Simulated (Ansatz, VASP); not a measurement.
**Na2S in VASP and in Ansatz**

```
Na S
1.0
     0.00000    3.25058    3.25058
     3.25058    0.00000    3.25058
     3.25058    3.25058    0.00000
Na S
2 1
Direct
  0.25000 0.25000 0.25000
  0.75000 0.75000 0.75000
  0.00000 0.00000 0.00000
```

Alike in both runs: functional PBEsol; k mesh 8 × 8 × 8; occupations fermi-dirac, width 0.02 eV; no spin polarisation.

Ansatz relaxed the structure, and its values are those at the end. VASP's run is a single point on that final structure, the one shown.

|  | VASP | Ansatz |
| --- | --- | --- |
| version | VASP 6.6.1 | Ansatz 0.2.0 |
| potentials or method | VASP PAW PBE potentials, release 64 (Na_pv, S), cutoff 500 eV | PAW plane waves |
| valence electrons in the cell | 20 | 24 |

VASP gave:

| Property | Result |
| --- | --- |
| gap on the k mesh at the Fermi level (eV) | 2.42 |
| pressure (GPa) | 0.1 |

**Question.** Which values does Ansatz return?

**Answer.** gap on the k mesh at the Fermi level (eV): 2.43; pressure (GPa): 0.0.

VASP's potentials were made for PBE, not for PBEsol, and Ansatz warns of the same on its side. VASP's potentials hold 20 valence electrons a cell and Ansatz's 24, so a difference there can come from the potentials and not from the codes.
